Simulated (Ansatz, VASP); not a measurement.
**Two plane-wave programs on Te**

The input INCAR:

```
  PREC = Accurate
  ENCUT = 500
  EDIFF = 1E-6
  ISMEAR = -1
  SIGMA = 0.1
  LREAL = False
  LASPH = True
  NELM = 120
  ALGO = Normal
  ISIF = 2
  LWAVE = False
  LCHARG = False
  GGA = PE
  NBANDS = 13
  GGA_COMPAT = False
```

File KPOINTS:

```
regular mesh
0
Gamma
  9 9 9
```

POSCAR

```
Te
1.0
    0.0000000000      3.4435235117      3.4435235117
    3.4435235117      0.0000000000      3.4435235117
    3.4435235117      3.4435235117      0.0000000000
Te
2
Direct
    0.1250000000      0.1250000000      0.1250000000
    0.8750000000      0.8750000000      0.8750000000
```

Input for Ansatz:

```yaml
crystal:
  lattice:
    - [0.0, 3.4435235117, 3.4435235117]
    - [3.4435235117, 0.0, 3.4435235117]
    - [3.4435235117, 3.4435235117, 0.0]
  atoms:
    - { symbol: Te, position: [0.125, 0.125, 0.125] }
    - { symbol: Te, position: [0.875, 0.875, 0.875] }
hamiltonian:
  xc: pbe
  pseudopotentials:
    kind: paw
    azcp:
      Te: "pseudopotentials/Te.paw.azcp"
basis:
  ecutwfc: 420
  fft_grid_basis: typed
kpoints:
  mp_grid: { grid: [9, 9, 9], shift: [0, 0, 0] }
magnetization:
  spin_polarized: false
scf:
  occupations: { method: fermi_dirac, width: 0.1 }
  lower_state_search: "off"
output:
  stress: true
```

Alike in both runs: task single point; functional PBE; k mesh 9 × 9 × 9; occupations fermi-dirac, width 0.1 eV; no spin polarisation.

```csv
,VASP,Ansatz
version,VASP 6.6.1,Ansatz 0.2.0
potentials or method,"VASP PAW PBE potentials, release 64 (Te), cutoff 500 eV","plane waves (420 eV) with PAW, scalar-relativistic"
valence electrons in the cell,12,32
```

|  | VASP | Ansatz | Ansatz less VASP |
| --- | --- | --- | --- |
| pressure (GPa) | 4.5 | 4.5 | 0.00 |

The functional is the same, so the differences come from potentials, cutoffs and numerics. VASP's potentials hold 12 valence electrons a cell and Ansatz's 32, so a difference there can come from the potentials and not from the codes.

Neither program's run includes spin-orbit coupling.
